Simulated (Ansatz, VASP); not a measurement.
## GaAs: VASP beside Ansatz

File INCAR:

```
SYSTEM = GaAs
PREC = Accurate
ENCUT = 680
EDIFF = 1E-7
ISMEAR = -1
SIGMA = 0.05
LREAL = .False.
LASPH = .True.
NELM = 100
ALGO = Normal
ISIF = 3
LWAVE = .False.
LCHARG = .False.
GGA = PE
IBRION = 2
NSW = 60
EDIFFG = -0.01
```

The input KPOINTS:

```
Automatic mesh
0
Gamma
  8 8 8
  0 0 0
```

The input POSCAR:

```
GaAs
1.0
    0.0000000000      2.8268500000      2.8268500000
    2.8268500000      0.0000000000      2.8268500000
    2.8268500000      2.8268500000      0.0000000000
As Ga
1 1
Direct
    0.7500000000      0.7500000000      0.7500000000
    0.0000000000      0.0000000000      0.0000000000
```

Contents of input.yaml:

```yaml
crystal:
  lattice:
    - [0.0, 2.82685, 2.82685]
    - [2.82685, 0.0, 2.82685]
    - [2.82685, 2.82685, 0.0]
  atoms:
    - { symbol: As, position: [0.75, 0.75, 0.75] }
    - { symbol: Ga, position: [0.0, 0.0, 0.0] }
hamiltonian:
  xc: pbe
  pseudopotentials: { kind: paw }
kpoints:
  mp_grid: { grid: [8, 8, 8] }
scf:
  occupations: { method: fermi_dirac, width: 0.05 }
output:
  forces: true
  stress: true
  write_density: true
  write_potential: true
  elf: true
  volumetric_format: npy
relax:
  f_tol: 0.01
  max_steps: 40
  cell: { stress_tol: 0.05 }
```

Alike in both runs: task relaxation of cell and atoms; functional PBE; k mesh 8 × 8 × 8; occupations fermi-dirac, width 0.05 eV; no spin polarisation.

```csv
,VASP,Ansatz
version,VASP 6.6.1,Ansatz 0.2.0
potentials or method,"VASP PAW PBE potentials, release 64 (As_GW, Ga_d_GW)",Ansatz PAW
plane-wave cutoff (eV),680,420
valence electrons in the cell,18,28
```

|  | VASP | Ansatz | Ansatz less VASP |
| --- | --- | --- | --- |
| gap on the k mesh at the Fermi level, each at its own relaxed structure (eV) | 0.15 | 0.16 | +0.013 |
| relaxed volume (Å³/atom) | 23.72 | 23.71 | -0.014 |
| relaxed cell length with the largest relative difference (Å) | 4.063 | 4.063 | -0.0008 |

VASP's potentials hold 18 valence electrons a cell and Ansatz's 28, so a difference there can come from the potentials and not from the codes.

Noted on Ansatz's run: the plane-wave basis is chosen anew once the cell has moved, so the energies of steps on either side of that aren't comparable.
